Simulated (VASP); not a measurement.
# Sb (Fm-3m) in VASP: settings compared

The runs below take Sb through relaxation of cell and atoms, with B3LYP, PBE-based screened hybrid, PBEsol-based screened hybrid.

Program: VASP 6.6.1. These are calculated values, not measurements. Logs are shortened: lines on timing, memory, paths and dates and some standing lists are left out, and cuts for length are marked.

**1. The cell of the first run**

Symmetry: Fm-3m, No. 225, cubic system. Conventional cell: a = 4.742 Å, b = 4.742 Å, c = 4.742 Å, α = 90.00°, β = 90.00°, γ = 90.00°. Within 4.4 Å of Sb (site symmetry m-3m) lie 12 Sb at 3.35 Å.

**2. Relaxation of cell and atoms, B3LYP**

Input file POSCAR:

```
Sb
1.0
    0.0000000000      2.3712425216      2.3712425216
    2.3712425216      0.0000000000      2.3712425216
    2.3712425216      2.3712425216      0.0000000000
Sb
1
Direct
    0.0000000000      0.0000000000      0.0000000000
```

Input file INCAR.step1:

```
PREC     = Accurate       # precision mode
ENCUT    = 600            # plane-wave cutoff, eV
EDIFF    = 1E-5           # SCF threshold, eV
ISMEAR   = -1             # smearing method
SIGMA    = 0.05           # smearing width, eV
LREAL    = False          # projectors in reciprocal space
LASPH    = True           # aspherical terms in the spheres
NELM     = 80             # most SCF steps
ALGO     = Normal         # electronic algorithm
LWAVE    = True           # write WAVECAR
LCHARG   = False          # write CHGCAR
GGA      = PE             # functional
NBANDS   = 8              # bands
```

Input file INCAR.step2:

```
PREC     = Accurate       # precision mode
ENCUT    = 600            # plane-wave cutoff, eV
EDIFF    = 1E-6           # SCF threshold, eV
ISMEAR   = -1             # smearing method
SIGMA    = 0.05           # smearing width, eV
LREAL    = False          # projectors in reciprocal space
LASPH    = True           # aspherical terms in the spheres
NELM     = 80             # most SCF steps
ALGO     = Normal         # electronic algorithm
ISIF     = 3              # what is computed and relaxed
LWAVE    = False          # write WAVECAR
LCHARG   = False          # write CHGCAR
GGA      = B3             # functional
LHFCALC  = True           # exact exchange
AEXX     = 0.2            # exact-exchange fraction
AGGAX    = 0.72         
AGGAC    = 0.81         
ALDAC    = 0.19         
PRECFOCK = Normal       
IBRION   = 2              # ionic algorithm
NSW      = 60             # ionic steps
EDIFFG   = -0.01          # ionic threshold
ISTART   = 1
```

Input file KPOINTS:

```
Automatic mesh
0
Gamma
  5 5 5
```

Potentials or basis: VASP PAW PBE potentials, release 64 (Sb).

Command:

```sh
$ cat potpaw_PBE.64/Sb/POTCAR > POTCAR
$ cp INCAR.step1 INCAR
$ mpirun -np 1 vasp_std > vasp.out
$ cp INCAR.step2 INCAR
$ mpirun -np 1 vasp_std > vasp.out
```

OUTCAR:

```text
PREC = Accurate
   ENCUT = 600
   EDIFF = 1E-6
   ISMEAR = -1
   LREAL = False
   LASPH = True
   NELM = 80
   ISIF = 3
   GGA = B3
   LHFCALC = True
   AEXX = 0.2
   PRECFOCK = Normal
   IBRION = 2
   NSW = 60
   EDIFFG = -0.01
   ISTART = 1

 ion  position               nearest neighbor table
   1  0.000  0.000  0.000-

  LATTYP: Found a face centered cubic cell.
 ALAT       =     4.7424850432

  Lattice vectors:

 A1 = (   0.0000000000,   2.3712425216,   2.3712425216)
 A2 = (   2.3712425216,   0.0000000000,   2.3712425216)
 A3 = (   2.3712425216,   2.3712425216,   0.0000000000)

Analysis of symmetry for initial positions (statically):
=====================================================================
 Subroutine PRICEL returns:
 Original cell was already a primitive cell.

 Routine SETGRP: Setting up the symmetry group for a
 face centered cubic supercell.

 Subroutine GETGRP returns: Found 48 space group operations
[... 9 lines left out ...]

 Routine SETGRP: Setting up the symmetry group for a
 face centered cubic supercell.

 Subroutine GETGRP returns: Found 48 space group operations
[... 11 lines left out ...]
                                     Primitive cell

  volume of cell :      26.6660

  direct lattice vectors                    reciprocal lattice vectors
     0.000000000  2.371242522  2.371242522    -0.210859916  0.210859916  0.210859916
     2.371242522  0.000000000  2.371242522     0.210859916 -0.210859916  0.210859916
     2.371242522  2.371242522  0.000000000     0.210859916  0.210859916 -0.210859916

  length of vectors
     3.353443334  3.353443334  3.353443334     0.365220089  0.365220089  0.365220089

  position of ions in fractional coordinates (direct lattice)
     0.000000000  0.000000000  0.000000000

  ion indices of the primitive-cell ions
   primitive index   ion index
                 1           1

----------------------------------------------------------------------------------------

 KPOINTS: Automatic mesh

Automatic generation of k-mesh.
 Grid dimensions read from file:
 generate k-points for:    5    5    5

 Generating k-lattice:

  Cartesian coordinates                     Fractional coordinates (reciprocal lattice)
    -0.042171983  0.042171983  0.042171983     0.200000000  0.000000000  0.000000000
     0.042171983 -0.042171983  0.042171983     0.000000000  0.200000000  0.000000000
     0.042171983  0.042171983 -0.042171983     0.000000000  0.000000000  0.200000000

  Length of vectors
     0.073044018  0.073044018  0.073044018

  Shift w.r.t. Gamma in fractional coordinates (k-lattice)
     0.000000000  0.000000000  0.000000000

 Subroutine IBZKPT returns following result:
 ===========================================

 Found     10 irreducible k-points:

 Following reciprocal coordinates:
            Coordinates               Weight
  0.000000  0.000000  0.000000      1.000000
  0.200000  0.000000  0.000000      8.000000
  0.400000  0.000000  0.000000      8.000000
  0.200000  0.200000  0.000000      6.000000
  0.400000  0.200000  0.000000     24.000000
 -0.400000  0.200000  0.000000     24.000000
 -0.200000  0.200000  0.000000     12.000000
  0.400000  0.400000  0.000000      6.000000
 -0.400000  0.400000  0.000000     12.000000
 -0.400000  0.400000  0.200000     24.000000
   k-points           NKPTS =     10   k-points in BZ     NKDIM =    125   number of bands    NBANDS=      6
   number of dos      NEDOS =    301   number of ions     NIONS =      1
   total plane-waves  NPLWV =  21952
   dimension x,y,z NGX =    28 NGY =   28 NGZ =   28
   dimension x,y,z NGXF=    56 NGYF=   56 NGZF=   56
   ions per type =               1
   NGX,Y,Z   is equivalent  to a cutoff of  13.88, 13.88, 13.88 a.u.
   NGXF,Y,Z  is equivalent  to a cutoff of  27.76, 27.76, 27.76 a.u.
 SYSTEM =  unknown system
   PREC   = accura    normal or accurate (medium, high low for compatibility)
   ISTART =      1    job   : 0-new  1-cont  2-samecut
   ICHARG =      0    charge: 1-file 2-atom 10-const
   ISPIN  =      1    spin polarized calculation?
   LNONCOLLINEAR =      F non collinear calculations
   LSORBIT =      F    spin-orbit coupling
   LASPH  =      T    aspherical Exc in radial PAW
   ENCUT  =  600.0 eV  44.10 Ry    6.64 a.u.   6.70  6.70  6.70*2*pi/ulx,y,z
   NELM   =     80;   NELMIN=  2; NELMDL=  0     # of ELM steps
   EDIFF  = 0.1E-05   stopping-criterion for ELM
   LREAL  =      F    real-space projection
   EDIFFG = -.1E-01   stopping-criterion for IOM
   NSW    =     60    number of steps for IOM
   IBRION =      2    ionic relax: 0-MD 1-quasi-New 2-CG
   NFREE  =      1    steps in history (QN), initial steepest desc. (CG)
   ISIF   =      3    stress and relaxation
   ISYM   =      3    0-nonsym 1-usesym 2-fastsym
   POTIM  = 0.5000    time-step for ionic-motion
   TEBEG  =    0.0;   TEEND  =   0.0 temperature during run
   PSTRESS=    0.0 pullay stress
   NELECT =       5.0000    total number of electrons
   NUPDOWN=      -1.0000    fix difference up-down
   EMIN   =  10.00;   EMAX   =-10.00  energy-range for DOS
   EFERMI =   0.00;   METHOD = LEGACY
   ISMEAR =    -1;   SIGMA  =   0.05  broadening in eV -4-tet -1-fermi 0-gaus
   EFERMI_NEDOS =   21; number of points for ismear=-14 and -15
   IALGO  =     38    algorithm
   IMIX   =      1    mixing-type and parameters
     AMIX     =   0.40;   BMIX     =  1.00
     AMIX_MAG =   1.60;   BMIX_MAG =  1.00
  volume/ion in A,a.u.               =      26.67       179.95
  Fermi-wavevector in a.u.,A,eV,Ry     =   0.937013  1.770697 11.945820  0.877993
  Thomas-Fermi vector in A             =   2.064081
   LORBIT       =      0    0 simple, 1 ext, 2 COOP (PROOUT), +10 PAW based schemes
   GGA     = B3    functional components
   LHFCALC =     T    Hartree Fock is set to
   PRECFOCK=normal    Normal, Fast or Accurate (Low or Medium for compatibility)
   ENCUT4O =  -1.0   cutoff for four orbital integrals eV
   NKREDX  =     1    reduce k-point grid by
   NKREDY  =     1    reduce k-point grid by
   NKREDZ  =     1    reduce k-point grid by
   AEXX    =    0.2000 exact exchange contribution
   HFSCREEN=    0.0000 screening length (either q_TF or 0.3 A-1)
   HFSCREENC=   0.0000 screening length for correlation (either q_TF or 0.3 A-1)
   ENCUTFOCK=  -1.0 apply spherical cutoff to Coloumb kernel
   IVDW    =     0    specifies the selected vdW correction
   LEPSILON=     F    determine dielectric tensor
   LRPA    =     F    only Hartree local field effects (RPA)
 conjugate gradient relaxation of ions
 non-spin polarized calculation
  energy-cutoff  :      600.00
  volume of cell :       26.67
 maximum number of plane-waves:       899
  NGX = 24; NGY = 24; NGZ = 24

--------------------------------------- Ionic step        1  -------------------------------------------

 number of electron       5.0000000 magnetization

 Free energy of the ion-electron system (eV)
  ---------------------------------------------------
  ext. energy  EPLUGINS =         0.00000000
  ---------------------------------------------------
  free energy    TOTEN  =        -3.99437392 eV

  energy without entropy =       -3.98310984  energy(sigma->0) =       -3.98874188

------------------------ aborting loop because EDIFF is reached ----------------------------------------

  FORCE on cell =-STRESS in cart. coord.  units (eV):
  Direction    XX          YY          ZZ          XY          YZ          ZX
  --------------------------------------------------------------------------------------
  -------------------------------------------------------------------------------------
  Total        0.7606004      0.7606004      0.7606004     -0.0000000     -0.0000000      0.0000000
  in kB       45.6992638     45.6992638     45.6992638     -0.0000000     -0.0000000      0.0000000
  external PRESSURE =      45.6992638 kB  Pullay stress =       0.0000000 kB

 VOLUME and BASIS-vectors are now :
 -----------------------------------------------------------------------------
  energy-cutoff  :      600.00
  volume of cell :       26.67
      direct lattice vectors                 reciprocal lattice vectors
     0.000000000  2.371242522  2.371242522    -0.210859916  0.210859916  0.210859916
     2.371242522  0.000000000  2.371242522     0.210859916 -0.210859916  0.210859916
     2.371242522  2.371242522  0.000000000     0.210859916  0.210859916 -0.210859916

 POSITION                                       TOTAL-FORCE (eV/Angst)
 -----------------------------------------------------------------------------------
      0.00000      0.00000      0.00000         0.000000      0.000000      0.000000
 -----------------------------------------------------------------------------------
    total drift:                                0.000000     -0.000000      0.000000

  FREE ENERGIE OF THE ION-ELECTRON SYSTEM (eV)
  ---------------------------------------------------
  free  energy   TOTEN  =        -3.9943739212 eV

  energy  without entropy=       -3.9831098441  energy(sigma->0) =       -3.98874188
[... 15 lines left out ...]
 VOLUME and BASIS-vectors are now :
 -----------------------------------------------------------------------------
  energy-cutoff  :      600.00
  volume of cell :       29.71
      direct lattice vectors                 reciprocal lattice vectors
    -0.000000000  2.458251427  2.458251427    -0.203396607  0.203396607  0.203396607
     2.458251427 -0.000000000  2.458251427     0.203396607 -0.203396607  0.203396607
     2.458251427  2.458251427  0.000000000     0.203396607  0.203396607 -0.203396607

 POSITION                                       TOTAL-FORCE (eV/Angst)
 -----------------------------------------------------------------------------------
      0.00000      0.00000      0.00000        -0.000000     -0.000000      0.000000
 -----------------------------------------------------------------------------------
    total drift:                                0.000000     -0.000000     -0.000000

  FREE ENERGIE OF THE ION-ELECTRON SYSTEM (eV)
  ---------------------------------------------------
  free  energy   TOTEN  =        -4.0124480221 eV

  energy  without entropy=       -4.0012234247  energy(sigma->0) =       -4.00683572

--------------------------------------- Ionic step        3  -------------------------------------------

 number of electron       5.0000000 magnetization

 Free energy of the ion-electron system (eV)
  ---------------------------------------------------
  ext. energy  EPLUGINS =         0.00000000
  ---------------------------------------------------
  free energy    TOTEN  =        -4.01983969 eV

  energy without entropy =       -4.00861109  energy(sigma->0) =       -4.01422539

 E-fermi :   7.7709     XC(G=0):  -7.8681

 val. band max:        7.7213828599   @ k =  -0.4000   0.4000   0.2000
 cond. band min:       8.3009540284   @ k =  -0.2000   0.2000   0.0000
 fundamental gap:      0.5795711685
 Fermi energy:         7.7709147374

 k-point     1 :       0.0000    0.0000    0.0000
  band No.  band energies     occupation
      1      -6.0704      2.00000
      2      13.5299      0.00000
      3      13.5299      0.00000
      4      13.5299      0.00000
      5      18.6628      0.00000
      6      18.6628      0.00000

 k-point     2 :       0.2000    0.0000    0.0000
  band No.  band energies     occupation
      1      -5.2748      2.00000
      2       8.8548      0.00000
      3      12.7819      0.00000
      4      12.7819      0.00000
      5      17.1950      0.00000
      6      19.3713      0.00000

 k-point     3 :       0.4000    0.0000    0.0000
  band No.  band energies     occupation
      1      -3.1131      2.00000
      2       2.8592      2.00000
      3      11.9366      0.00000
      4      11.9366      0.00000
      5      16.7166      0.00000
      6      18.0650      0.00000

 k-point     4 :       0.2000    0.2000    0.0000
  band No.  band energies     occupation
      1      -5.0069      2.00000
      2      10.1698      0.00000
      3      11.1039      0.00000
      4      11.1039      0.00000
      5      15.4744      0.00000
      6      16.9087      0.00000
[... 65 lines left out ...]
 VOLUME and BASIS-vectors are now :
 -----------------------------------------------------------------------------
  energy-cutoff  :      600.00
  volume of cell :       28.57
      direct lattice vectors                 reciprocal lattice vectors
    -0.000000000  2.426445860  2.426445860    -0.206062706  0.206062706  0.206062706
     2.426445860 -0.000000000  2.426445860     0.206062706 -0.206062706  0.206062706
     2.426445860  2.426445860  0.000000000     0.206062706  0.206062706 -0.206062706

 POSITION                                       TOTAL-FORCE (eV/Angst)
 -----------------------------------------------------------------------------------
      0.00000      0.00000      0.00000         0.000000      0.000000      0.000000
 -----------------------------------------------------------------------------------
    total drift:                                0.000000      0.000000     -0.000000

  FREE ENERGIE OF THE ION-ELECTRON SYSTEM (eV)
  ---------------------------------------------------
  free  energy   TOTEN  =        -4.0198396904 eV

  energy  without entropy=       -4.0086110863  energy(sigma->0) =       -4.01422539

 reached required accuracy - stopping structural energy minimisation
```

Wall time 6.1 min (1 thread of Intel Xeon Platinum 8488C (Sapphire Rapids), shared host); peak memory 0.18 GiB.

What came out:

| Quantity | Value |
| --- | --- |
| Free energy | -4.0198 eV |
| Relaxed volume | 28.57 Å³/atom |
| Relaxed cell | a = 3.432 Å, b = 3.432 Å, c = 3.432 Å, α = 60.00°, β = 60.00°, γ = 60.00° |
| Space group after relaxing (to 0.05 Å) | Fm-3m (No. 225) |
| Energy gained by relaxing | 25.5 meV/atom |
| Ionic steps | 3 |
| Pressure after relaxing | 0.0 GPa |

The path:
```tsv
step	energy change (eV)	largest force (eV/Å)	pressure (GPa)	volume (Å³)
1	0.0000	0.0000	4.57	26.67
2	-0.0181	0.0000	-2.00	29.71
3	-0.0255	0.0000	-0.01	28.57
```

Final structure:
```xyz
1
Lattice="0.0000 2.4264 2.4264 2.4264 0.0000 2.4264 2.4264 2.4264 0.0000" Properties=species:S:1:pos:R:3 pbc="T T T"
Sb    0.0000    0.0000    0.0000
```

Caveat: the k points lie up to 0.45 Å⁻¹ apart in the final cell; the PAW data sets were made with another functional, which shifts forces and pressure a little; spin-orbit coupling is left out, which moves the levels of the heavy elements.

(Part 1 of 2 ends here.)
